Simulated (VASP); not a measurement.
Runs of VASP 6.6.1 on Mg3Ti. The structure is that of space group I4/mmm (No. 139), or close to it. The cells are those of the table. 

| cell | gap on the mesh (eV) | pressure (GPa) |
| --- | --- | --- |
| a = 5.371 Å, angles 131.6, 131.6, 70.8°, 4 atoms | none | -0.7 |
| a = 5.442 Å, angles 131.6, 131.6, 70.8°, 4 atoms | none | -2.4 |
| a = 5.299 Å, angles 131.6, 131.6, 70.8°, 4 atoms | none | 1.5 |
| a = 5.262 Å, angles 131.6, 131.6, 70.8°, 4 atoms | none | (a) |
| a = 5.477 Å, angles 131.6, 131.6, 70.8°, 4 atoms | none | -3.1 |
| a = 5.335 Å, angles 131.6, 131.6, 70.8°, 4 atoms | none | (b) |
| a = 5.407 Å, angles 131.6, 131.6, 70.8°, 4 atoms | none | -1.6 |

Alike in all rows: task single point; level PBE; potentials or basis VASP PAW PBE potentials, release 64 (Ti_sv, Mg); no spin polarisation; k mesh 9 × 9 × 9; cutoff (eV) 520; smearing fermi-dirac 0.05 eV.

Problem. Fill in the values left out.

Solution. (a) 2.7; (b) 0.4.

A gap of «none» marks levels without a gap at the run's occupations.
